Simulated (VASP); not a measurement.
# LiTi (P4/mmm) in VASP: single point with LDA

Aim: the single point of LiTi with LDA.

Program: VASP 6.6.1. These are calculated values, not measurements. Logs are shortened: lines on timing, memory, paths and dates and some standing lists are left out, and cuts for length are marked.

**1. The cell of the first run**

The structure is tetragonal, space group P4/mmm (No. 123). The conventional cell has a = 2.498 Å, b = 2.498 Å, c = 5.033 Å, α = 90.00°, β = 90.00°, γ = 90.00°. Within 3.3 Å of Li (site symmetry 4/mmm) lie 4 Li at 2.50 Å and 8 Ti at 3.07 Å. Ti (site symmetry 4/mmm) has 4 Ti at 2.50 Å and 8 Li at 3.07 Å within 3.3 Å.

**2. Single point, LDA**

INCAR

```
PREC = Accurate ; ENCUT = 520
EDIFF = 1E-6 ; ISMEAR = 1
SIGMA = 0.05 ; LREAL = F
LASPH = T ; NELM = 100
ALGO = Normal ; ISIF = 2
LWAVE = F ; LCHARG = F
GGA = CA ; NBANDS = 23
```

KPOINTS

```
Automatic mesh
0
Gamma
  8 12 12
```

POSCAR

```
LiTi
1.0
    5.0333799119      0.0000000000      0.0000000000
    0.0000000000      3.5331426577      0.0000000000
    0.0000000000      0.0000000000      3.5331426577
Li Ti
2 2
Direct
    0.0000000000      0.0000000000      0.0000000000
    0.0000000000      0.5000000000      0.5000000000
    0.5000000000      0.0000000000      0.5000000000
    0.5000000000      0.5000000000      0.0000000000
```

Potentials or basis: VASP PAW LDA potentials, release 64 (Li_sv, Ti_sv).

Launch:

```
$ cat potpaw_LDA.64/Li_sv/POTCAR potpaw_LDA.64/Ti_sv/POTCAR > POTCAR
$ mpirun -np 1 vasp_std > vasp.out
```

OUTCAR:

```text
PREC = Accurate
   ENCUT = 520
   EDIFF = 1E-6
   ISMEAR = 1
   LREAL = F
   LASPH = T
   NELM = 100
   ISIF = 2
   GGA = CA

 ion  position               nearest neighbor table
   1  0.000  0.000  0.000-   2 2.50   2 2.50   2 2.50   2 2.50
   2  0.000  0.500  0.500-   1 2.50   1 2.50   1 2.50   1 2.50
   3  0.500  0.000  0.500-   4 2.50   4 2.50   4 2.50   4 2.50
   4  0.500  0.500  0.000-   3 2.50   3 2.50   3 2.50   3 2.50

  LATTYP: Found a simple tetragonal cell.
 ALAT       =     3.5331426577
 C/A-ratio  =     1.4246183637

  Lattice vectors:

 A1 = (   0.0000000000,   3.5331426577,   0.0000000000)
 A2 = (   0.0000000000,   0.0000000000,   3.5331426577)
 A3 = (   5.0333799119,   0.0000000000,   0.0000000000)

Analysis of symmetry for initial positions (statically):
=====================================================================
 Subroutine PRICEL returns following result:

  LATTYP: Found a simple tetragonal cell.
 ALAT       =     2.4983091322
 C/A-ratio  =     2.0147146112

  Lattice vectors:

 A1 = (   0.0000000000,   1.7665713289,  -1.7665713288)
 A2 = (   0.0000000000,   1.7665713289,   1.7665713289)
 A3 = (   5.0333799119,   0.0000000000,   0.0000000000)

   2 primitive cells build up your supercell.

 Routine SETGRP: Setting up the symmetry group for a
 simple tetragonal supercell.

 Subroutine GETGRP returns: Found 16 space group operations
 (whereof 16 operations were pure point group operations)
 out of a pool of 16 trial point group operations.

The static configuration has the point symmetry D_4h.

Analysis of symmetry for dynamics (positions and initial velocities):
=====================================================================
 Subroutine PRICEL returns following result:

  LATTYP: Found a simple tetragonal cell.
 ALAT       =     2.4983091322
 C/A-ratio  =     2.0147146112

  Lattice vectors:

 A1 = (   0.0000000000,   1.7665713289,  -1.7665713288)
 A2 = (   0.0000000000,   1.7665713289,   1.7665713289)
 A3 = (   5.0333799119,   0.0000000000,   0.0000000000)

   2 primitive cells build up your supercell.

 Routine SETGRP: Setting up the symmetry group for a
 simple tetragonal supercell.

 Subroutine GETGRP returns: Found 16 space group operations
 (whereof 16 operations were pure point group operations)
 out of a pool of 16 trial point group operations.

The dynamic configuration has the point symmetry D_4h.

 Subroutine INISYM returns: Found 16 space group operations
 (whereof 16 operations are pure point group operations),
 and found     2 'primitive' translations

----------------------------------------------------------------------------------------

                                     Primitive cell

  volume of cell :      31.4161

  direct lattice vectors                    reciprocal lattice vectors
     0.000000000  1.766571329 -1.766571329     0.000000000  0.283034142 -0.283034142
     0.000000000  1.766571329  1.766571329     0.000000000  0.283034142  0.283034142
     5.033379912  0.000000000  0.000000000     0.198673658  0.000000000  0.000000000

  length of vectors
     2.498309132  2.498309132  5.033379912     0.400270722  0.400270722  0.198673658

  position of ions in fractional coordinates (direct lattice)
     0.000000000  0.000000000  0.000000000
     0.500000000  0.500000000  0.500000000

  ion indices of the primitive-cell ions
   primitive index   ion index
                 1           1
                 2           3

----------------------------------------------------------------------------------------

 KPOINTS: Automatic mesh

Automatic generation of k-mesh.
 Grid dimensions read from file:
 generate k-points for:    8   12   12

 Generating k-lattice:

  Cartesian coordinates                     Fractional coordinates (reciprocal lattice)
     0.024834207  0.000000000  0.000000000     0.125000000  0.000000000  0.000000000
     0.000000000  0.023586178  0.000000000     0.000000000  0.083333333  0.000000000
     0.000000000  0.000000000  0.023586178     0.000000000  0.000000000  0.083333333

  Length of vectors
     0.024834207  0.023586178  0.023586178

  Shift w.r.t. Gamma in fractional coordinates (k-lattice)
     0.000000000  0.000000000  0.000000000

 Subroutine IBZKPT returns following result:
 ===========================================

 Found    140 irreducible k-points:

 Following reciprocal coordinates:
            Coordinates               Weight
  0.000000  0.000000  0.000000      1.000000
  0.125000  0.000000  0.000000      2.000000
  0.250000  0.000000  0.000000      2.000000
  0.375000  0.000000  0.000000      2.000000
  0.500000  0.000000  0.000000      1.000000
  0.000000  0.083333  0.000000      4.000000
[... 16 lines left out ...]
  0.250000  0.333333  0.000000      8.000000
  0.375000  0.333333  0.000000      8.000000
 [... further k-points ...]
   k-points           NKPTS =    140   k-points in BZ     NKDIM =    140   number of bands    NBANDS=     23
   number of dos      NEDOS =    301   number of ions     NIONS =      4
   total plane-waves  NPLWV =  31360
   dimension x,y,z NGX =    40 NGY =   28 NGZ =   28
   dimension x,y,z NGXF=    80 NGYF=   56 NGZF=   56
   ions per type =               2   2
   NGX,Y,Z   is equivalent  to a cutoff of  13.21, 13.17, 13.17 a.u.
   NGXF,Y,Z  is equivalent  to a cutoff of  26.42, 26.35, 26.35 a.u.
 SYSTEM =  unknown system
   PREC   = accura    normal or accurate (medium, high low for compatibility)
   ISTART =      0    job   : 0-new  1-cont  2-samecut
   ICHARG =      2    charge: 1-file 2-atom 10-const
   ISPIN  =      1    spin polarized calculation?
   LNONCOLLINEAR =      F non collinear calculations
   LSORBIT =      F    spin-orbit coupling
   LASPH  =      T    aspherical Exc in radial PAW
   ENCUT  =  520.0 eV  38.22 Ry    6.18 a.u.   9.36  6.57  6.57*2*pi/ulx,y,z
   NELM   =    100;   NELMIN=  2; NELMDL= -5     # of ELM steps
   EDIFF  = 0.1E-05   stopping-criterion for ELM
   LREAL  =      F    real-space projection
[... 7 lines left out ...]
   TEBEG  =    0.0;   TEEND  =   0.0 temperature during run
   PSTRESS=    0.0 pullay stress
   NELECT =      30.0000    total number of electrons
   NUPDOWN=      -1.0000    fix difference up-down
   EMIN   =  10.00;   EMAX   =-10.00  energy-range for DOS
   EFERMI =   0.00;   METHOD = LEGACY
   ISMEAR =     1;   SIGMA  =   0.05  broadening in eV -4-tet -1-fermi 0-gaus
   EFERMI_NEDOS =   21; number of points for ismear=-14 and -15
   IALGO  =     38    algorithm
   IMIX   =      4    mixing-type and parameters
     AMIX     =   0.40;   BMIX     =  1.00
     AMIX_MAG =   1.60;   BMIX_MAG =  1.00
  volume/ion in A,a.u.               =      15.71       106.00
  Fermi-wavevector in a.u.,A,eV,Ry     =   1.279542  2.417984 22.275837  1.637228
  Thomas-Fermi vector in A             =   2.412022
   LORBIT       =      0    0 simple, 1 ext, 2 COOP (PROOUT), +10 PAW based schemes
   GGA     = CA    functional components
   LHFCALC =     F    Hartree Fock is set to
   AEXX    =    0.0000 exact exchange contribution
   IVDW    =     0    specifies the selected vdW correction
   LEPSILON=     F    determine dielectric tensor
   LRPA    =     F    only Hartree local field effects (RPA)
 non-spin polarized calculation
 Methfessel and Paxton  Order N= 1 SIGMA  =   0.05
  energy-cutoff  :      520.00
  volume of cell :       62.83
 maximum number of plane-waves:      1719
 NGX is ok and might be reduce to    40
   NGX = 19   NGY = 13   NGZ = 13

 number of electron      30.0000023 magnetization

 Free energy of the ion-electron system (eV)
  ---------------------------------------------------
  ext. energy  EPLUGINS =         0.00000000
  ---------------------------------------------------
  free energy    TOTEN  =       -19.76800622 eV

  energy without entropy =      -19.76757423  energy(sigma->0) =      -19.76786222

 E-fermi :   4.9668     XC(G=0): -10.1093

 val. band max:        4.9655857644   @ k =   0.1250   0.4167   0.0833
 cond. band min:       4.9711209911   @ k =   0.2500   0.4167   0.1667
 fundamental gap:      0.0055352267
 Fermi energy:         4.9668377803

 k-point     1 :       0.0000    0.0000    0.0000
  band No.  band energies     occupation
      1     -50.8491      2.00000
      2     -50.4080      2.00000
      3     -39.6590      2.00000
      4     -39.5470      2.00000
      5     -27.8663      2.00000
      6     -27.8663      2.00000
[... 15 lines left out ...]
     22       9.5761      0.00000
     23       9.6014      0.00000

 k-point     2 :       0.1250    0.0000    0.0000
  band No.  band energies     occupation
      1     -50.8491      2.00000
      2     -50.4080      2.00000
      3     -39.6591      2.00000
      4     -39.5469      2.00000
      5     -27.8663      2.00000
      6     -27.8663      2.00000
[... 15 lines left out ...]
     22       9.7634      0.00000
     23       9.7634      0.00000

 k-point     3 :       0.2500    0.0000    0.0000
  band No.  band energies     occupation
      1     -50.8491      2.00000
      2     -50.4080      2.00000
      3     -39.6592      2.00000
      4     -39.5469      2.00000
      5     -27.8662      2.00000
      6     -27.8662      2.00000
[... 15 lines left out ...]
     22      10.2748      0.00000
     23      10.2748      0.00000

 k-point     4 :       0.3750    0.0000    0.0000
  band No.  band energies     occupation
      1     -50.8491      2.00000
      2     -50.4080      2.00000
      3     -39.6592      2.00000
      4     -39.5468      2.00000
      5     -27.8662      2.00000
      6     -27.8662      2.00000
[... 15 lines left out ...]
     22      10.9708      0.00000
     23      10.9708      0.00000

 k-point     5 :       0.5000    0.0000    0.0000
  band No.  band energies     occupation
      1     -50.8491      2.00000
      2     -50.4080      2.00000
      3     -39.6592      2.00000
      4     -39.5469      2.00000
      5     -27.8662      2.00000
      6     -27.8662      2.00000
[... 434 lines left out ...]
 k-point    22 :       0.1250    0.3333    0.0000
  band No.  band energies     occupation
      1     -50.7389      2.00000
      2     -50.5182      2.00000
      3     -39.6301      2.00000
      4     -39.5740      2.00000
      5     -27.6295      2.00000
      6     -27.5965      2.00000
[... 15 lines left out ...]
     22       8.2771      0.00000
     23       8.9315      0.00000

 k-point    23 :       0.2500    0.3333    0.0000
  band No.  band energies     occupation
      1     -50.7389      2.00000
      2     -50.5182      2.00000
      3     -39.6301      2.00000
      4     -39.5740      2.00000
      5     -27.6296      2.00000
      6     -27.5965      2.00000
[... 15 lines left out ...]
     22       8.2865      0.00000
     23       8.4412      0.00000

 k-point    24 :       0.3750    0.3333    0.0000
  band No.  band energies     occupation
      1     -50.7389      2.00000
      2     -50.5182      2.00000
      3     -39.6302      2.00000
      4     -39.5740      2.00000
      5     -27.6296      2.00000
      6     -27.5965      2.00000
[... 15 lines left out ...]
     22       8.2722      0.00000
     23       8.3344      0.00000

 [... further k-points ...]
[... 5 lines left out ...]
  --------------------------------------------------------------------------------------
  -------------------------------------------------------------------------------------
  Total       -0.0554448     -0.0163998     -0.0163998      0.0000000      0.0000000      0.0000000
  in kB       -1.4138057     -0.4181838     -0.4181838      0.0000000      0.0000000      0.0000000
  external PRESSURE =      -0.7500577 kB  Pullay stress =       0.0000000 kB

 VOLUME and BASIS-vectors are now :
 -----------------------------------------------------------------------------
  energy-cutoff  :      520.00
  volume of cell :       62.83
      direct lattice vectors                 reciprocal lattice vectors
     5.033379912  0.000000000  0.000000000     0.198673658  0.000000000  0.000000000
     0.000000000  3.533142658  0.000000000     0.000000000  0.283034142  0.000000000
     0.000000000  0.000000000  3.533142658     0.000000000  0.000000000  0.283034142

 POSITION                                       TOTAL-FORCE (eV/Angst)
 -----------------------------------------------------------------------------------
      0.00000      0.00000      0.00000         0.000000     -0.000000      0.000000
      0.00000      1.76657      1.76657         0.000000     -0.000000      0.000000
      2.51669      0.00000      1.76657        -0.000000      0.000000     -0.000000
      2.51669      1.76657      0.00000        -0.000000      0.000000     -0.000000
 -----------------------------------------------------------------------------------
    total drift:                               -0.000000     -0.000000     -0.000000

  FREE ENERGIE OF THE ION-ELECTRON SYSTEM (eV)
  ---------------------------------------------------
  free  energy   TOTEN  =       -19.7680062176 eV

  energy  without entropy=      -19.7675742330  energy(sigma->0) =      -19.76786222
```

Run time: 71 s. Hardware: 1 thread of Intel Xeon 6975P-C (Granite Rapids), shared host; peak memory 0.27 GiB.

What came out:

```
Free energy            : -19.7680 eV
Band gap on the k mesh : zero (bands 15 and 16 overlap by 1.36 eV)
```

Caveat: the cutoff is under 1.25 times the usual one of these potentials, so pressure, stress and relaxed cells hold a basis-set (Pulay) error.
